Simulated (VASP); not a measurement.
Input of a VASP 6.6.1 run:

File INCAR:

```
SYSTEM = CdSe
PREC = Accurate ; ENCUT = 600
EDIFF = 1E-7 ; ISMEAR = -1
SIGMA = 0.08 ; LREAL = .FALSE.
LASPH = .TRUE. ; NELM = 100
ALGO = Normal ; ISIF = 3
LWAVE = .FALSE. ; LCHARG = .FALSE.
GGA = PE ; IBRION = 2
NSW = 32 ; EDIFFG = -0.005
PSTRESS = 130.0
```

File KPOINTS:

```
Automatic mesh
0
G
  13 13 13
  0 0 0
```

The input POSCAR:

```
CdSe
1.0
    0.0000000000      2.7282554766      2.7282554766
    2.7282554766      0.0000000000      2.7282554766
    2.7282554766      2.7282554766      0.0000000000
Cd Se
1 1
Direct
    0.0000000000      0.0000000000      0.0000000000
    0.5000000000      0.5000000000      0.5000000000
```

Potentials or basis: VASP PAW PBE potentials, release 64 (Cd, Se).

Launch:

```console
$ cat potpaw_PBE.64/Cd/POTCAR potpaw_PBE.64/Se/POTCAR > POTCAR
$ mpirun -np 1 vasp_std > vasp.out
```

(1) Predict the relaxed volume.

(2) Predict the space group after relaxing (to 0.1 Å).

(3) Estimate the band gap on the k mesh.

Answers

(1) 20.41 Å³/atom.

(2) Fm-3m (No. 225).

(3) zero (bands 9 and 10 overlap by 0.42 eV).

Caveat: the cell is relaxed towards a set pressure, so the run minimises the enthalpy, not the energy; semilocal functionals underestimate gaps, and a narrow one can read as zero.
